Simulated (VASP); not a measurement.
Hg: relaxation of cell and atoms with PBE

Hg:

```
Hg
1.0
     2.89001    0.00000    0.00000
    -1.44501    2.50283    0.00000
     0.00000    0.00000    4.82446
Hg
2
Direct
  0.33333 0.66667 0.25000
  0.66667 0.33333 0.75000
```

```
Program                : VASP 6.6.1
Task                   : relaxation of cell and atoms
Functional             : PBE
Potentials or basis    : VASP PAW PBE potentials, release 64 (Hg)
Cutoff                 : 600 eV
k mesh                 : 15 × 15 × 8
Occupations            : fermi-dirac, width 0.05 eV
Spin                   : no spin polarisation
Target pressure        : 40 GPa
Dipole correction      : no
Further INCAR settings : ALGO = Normal; EDIFF = 1e-06; IBRION = 2; EDIFFG = -0.005; NSW = 32; ISIF = 3
```

The relaxed volume is 17.58 Å³/atom and the relaxed cell is a = 2.900 Å, b = 2.900 Å, c = 4.828 Å, α = 90.00°, β = 90.00°, γ = 120.00°. The space group after relaxing (to 0.1 Å) is P6_3/mmc (No. 194). The energy change on relaxing (the run minimises the enthalpy) is -33.5 meV/atom. The ionic steps are 8, the pressure after relaxing is 40.0 GPa and the band gap on the k mesh is zero (bands 12 and 13 overlap by 2.04 eV).

The path:
```
step  energy change (eV)  largest force (eV/Å)  pressure (GPa)  volume (Å³)
   1              0.0000                0.0000           41.79        34.90
   2             -0.2387                0.0000           35.48        35.89
   3             -0.0683                0.0000           39.99        35.16
   4             -0.0670                0.0000           40.02        35.16
   5             -0.0670                0.0000           40.02        35.16
   6             -0.0669                0.0000           40.03        35.16
   7             -0.0669                0.0000           40.03        35.16
   8             -0.0669                0.0000           40.03        35.16
```

Final structure:
```
CELL_PARAMETERS angstrom
2.89977 0.00000 0.00000
-1.44988 2.51127 0.00000
0.00000 0.00000 4.82804
ATOMIC_POSITIONS crystal
Hg 0.33333 0.66667 0.25000
Hg 0.66667 0.33333 0.75000
```

Levels at points of the mesh, in eV from the Fermi level:
```
           k point  band 9  band 10  band 11  band 12  band 13  band 14  band 15  band 16
(0.00, 0.00, 0.00)   -7.98    -6.87    -6.87    -3.75    -1.56    13.17    14.48    15.24
(0.00, 0.00, 0.50)   -7.24    -7.24    -7.24    -7.24     7.24     7.24    13.49    13.49
```

It took 90 s on 1 thread of Intel(R) Xeon(R) 6975P-C (Granite Rapids) (shared host), peak memory 0.22 GiB.

Caveat: the cell is relaxed towards a set pressure, so the run minimises the enthalpy, not the energy; spin-orbit coupling is left out, which moves the levels of the heavy elements.
